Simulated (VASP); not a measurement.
Input of a VASP 6.6.1 run:

POSCAR

```
Si2Mo
1.0
    4.7214962421      0.0000000000      0.0000000000
   -2.3607481211      3.8507452610      0.0000000000
    0.0000000000      0.0000000000      6.5768413691
Si Mo
6 3
Direct
    0.1638603720      0.8361396280      0.8333333333
    0.3277207440      0.1638603720      0.1666666667
    0.8361396280      0.6722792560      0.5000000000
    0.8361396280      0.1638603720      0.8333333333
    0.6722792560      0.8361396280      0.1666666667
    0.1638603720      0.3277207440      0.5000000000
    0.5000000000      0.0000000000      0.5000000000
    0.0000000000      0.5000000000      0.1666666667
    0.5000000000      0.5000000000      0.8333333333
```

Contents of INCAR.step1:

```
SYSTEM = Si2Mo
PREC = Accurate
ENCUT = 550
ISMEAR = 0
SIGMA = 0.03
LREAL = .False.
LASPH = .True.
NELM = 120
NBANDS = 43
GGA = PE
ALGO = Normal
EDIFF = 1E-5
LWAVE = .True.
LCHARG = .False.
GGA_COMPAT = .False.
KPAR = 4
```

The input INCAR.step2:

```
SYSTEM = Si2Mo
PREC = Accurate
ENCUT = 550
EDIFF = 1E-6
ISMEAR = 0
SIGMA = 0.03
LREAL = .False.
LASPH = .True.
NELM = 120
ALGO = Normal
ISIF = 2
LWAVE = .False.
LCHARG = .True.
METAGGA = R2SCAN
LMIXTAU = .True.
LVHAR = .True.
NBANDS = 43
ISTART = 1
GGA_COMPAT = .False.
KPAR = 4
```

The input KPOINTS:

```
regular mesh
0
Gamma
  12 12 6
  0 0 0
```

Potentials or basis: VASP PAW PBE potentials, release 64 (Si, Mo_sv).

The run is started by

```console
$ cat potpaw_PBE.64/Si/POTCAR potpaw_PBE.64/Mo_sv/POTCAR > POTCAR
$ cp INCAR.step1 INCAR
$ mpirun -np 4 vasp_std > vasp.out
$ cp INCAR.step2 INCAR
$ mpirun -np 4 vasp_std > vasp.out
```

(1) Predict the largest force.

(2) Predict the pressure.

(3) Estimate the band gap on the k mesh.

Answers

(1) 0.060 eV/Å.

(2) 1.2 GPa.

(3) 0.09 eV (least direct gap 0.61 eV).

Caveat: the cell differs from its parent crystal (strain +0.0300 x Voigt [1, -1, 0, 0, 0, 0]); the stress differs along the axes, from -10 to 13 GPa; the PAW data sets were made with another functional, which shifts forces and pressure a little.
